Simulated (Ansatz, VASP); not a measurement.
**One calculation of KCl, two programs**

```
K Cl
1.0
     0.00000    3.03616    3.03616
     3.03616    0.00000    3.03616
     3.03616    3.03616    0.00000
K Cl
1 1
Cartesian
  0.0000 0.0000 0.0000
  3.0362 3.0362 3.0362
```

Alike in both runs: task single point; functional PBEsol; k mesh 8 × 8 × 8; occupations gaussian, width 0.05 eV; no spin polarisation.

|  | VASP | Ansatz |
| --- | --- | --- |
| version | VASP 6.6.1 | Ansatz 0.2.0 |
| potentials or method | VASP PAW PBE potentials, release 64 (K_sv, Cl), cutoff 500 eV | scalar-relativistic, plane waves, PAW |
| valence electrons in the cell | 16 | 16 |

|  | VASP | Ansatz | Ansatz less VASP |
| --- | --- | --- | --- |
| gap on the k mesh at the Fermi level (eV) | 5.38 | 5.39 | +0.005 |
| least direct gap on the mesh (eV) | 5.38 | 5.39 | +0.005 |
| pressure (GPa) | 2.0 | 1.9 | -0.07 |

VASP's potentials were made for PBE, not for PBEsol. With one functional, cell and mesh, what is left measures potentials, basis and numerics.
